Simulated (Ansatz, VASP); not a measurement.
## HfSiO4: VASP beside Ansatz

File INCAR:

```
SYSTEM = HfSiO4
AGGAC = 1.0
AGGAX = 1.0
ALDAC = 0.0
ALDAX = 1.0
ALGO = Normal
EDIFF = 1E-6
ENCUT = 520
GGA = B5
ISIF = 2
ISMEAR = -1
LASPH = .TRUE.
LCHARG = .TRUE.
LELF = .TRUE.
LREAL = .FALSE.
LVHAR = .TRUE.
LWAVE = .FALSE.
NBANDS = 50
NELM = 60
PREC = Accurate
SIGMA = 0.05
```

File KPOINTS:

```
k-points
0
G
  5 5 5
  0 0 0
```

Contents of POSCAR:

```
HfSiO4
1.0
   -3.2862500000      3.2862500000      2.9816000000
    3.2862500000     -3.2862500000      2.9816000000
    3.2862500000      3.2862500000     -2.9816000000
Hf Si O
2 2 8
Direct
    0.0000000000      0.0000000000      0.0000000000
    0.7500000000      0.2500000000      0.5000000000
    0.5000000000      0.5000000000      0.0000000000
    0.2500000000      0.7500000000      0.5000000000
    0.6802000000      0.4957000000      0.8155000000
    0.2457000000      0.9302000000      0.3155000000
    0.6802000000      0.8647000000      0.1845000000
    0.6147000000      0.9302000000      0.6845000000
    0.0698000000      0.3853000000      0.3155000000
    0.5043000000      0.3198000000      0.1845000000
    0.0698000000      0.7543000000      0.6845000000
    0.1353000000      0.3198000000      0.8155000000
```

File input.yaml:

```yaml
crystal:
  lattice:
    - [-3.28625, 3.28625, 2.9816]
    - [3.28625, -3.28625, 2.9816]
    - [3.28625, 3.28625, -2.9816]
  atoms:
    - { symbol: Hf, position: [0.0, 0.0, 0.0] }
    - { symbol: Hf, position: [0.75, 0.25, 0.5] }
    - { symbol: Si, position: [0.5, 0.5, 0.0] }
    - { symbol: Si, position: [0.25, 0.75, 0.5] }
    - { symbol: O, position: [0.6802, 0.4957, 0.8155] }
    - { symbol: O, position: [0.2457, 0.9302, 0.3155] }
    - { symbol: O, position: [0.6802, 0.8647, 0.1845] }
    - { symbol: O, position: [0.6147, 0.9302, 0.6845] }
    - { symbol: O, position: [0.0698, 0.3853, 0.3155] }
    - { symbol: O, position: [0.5043, 0.3198, 0.1845] }
    - { symbol: O, position: [0.0698, 0.7543, 0.6845] }
    - { symbol: O, position: [0.1353, 0.3198, 0.8155] }
hamiltonian:
  xc: blyp
  pseudopotentials: { kind: paw }
kpoints:
  mp_grid: { grid: [5, 5, 5] }
  band_path:
    path:
      - [[0.0, 0.0, 0.0], [0.0, 0.0, 0.5], [-0.5, 0.5, 0.5], [0.0, 0.0, 0.0], [0.4557963036, 0.4557963036, -0.4557963036], [0.25, 0.25, 0.25], [0.0, 0.5, 0.0], [-0.4557963036, 0.5442036964, 0.4557963036], [-0.5, 0.5, 0.5]]
      - [[0.0, 0.0, 0.5], [0.25, 0.25, 0.25]]
    npoints: 10
scf:
  occupations: { method: fermi_dirac, width: 0.05 }
  n_extra_bands: 30
output:
  forces: true
  stress: true
  eigenvalues: true
  fatbands: false
```

Alike in both runs: functional BLYP; k mesh 5 × 5 × 5; occupations fermi-dirac, width 0.05 eV; no spin polarisation.

|  | VASP | Ansatz |
| --- | --- | --- |
| version | VASP 6.6.1 | Ansatz 0.2.0 |
| potentials or method | VASP PAW PBE potentials, release 64 (Hf_pv, Si, O) | Ansatz PAW |
| plane-wave cutoff (eV) | 520 | 420 |
| valence electrons in the cell | 76 | 108 |
| task | single point | band structure |

|  | VASP | Ansatz | Ansatz less VASP |
| --- | --- | --- | --- |
| gap on the k mesh at the Fermi level (eV) | 5.43 | 5.48 | +0.046 |
| least direct gap on the mesh (eV) | 5.78 | 5.82 | +0.048 |
| pressure (GPa) | 11.2 | 12.0 | +0.84 |
| traceless stress, the component that is largest in VASP (GPa) | 1.58 | 1.17 | -0.410 |
| rms of the force components (eV/Å) | 0.183 | 0.077 | -0.1062 |

VASP's potentials were made for PBE, not for BLYP. Atom by atom the forces differ by 0.114 eV/Å (rms over components). VASP's potentials hold 76 valence electrons a cell and Ansatz's 108, so a difference there can come from the potentials and not from the codes.

Neither program's run includes spin-orbit coupling.
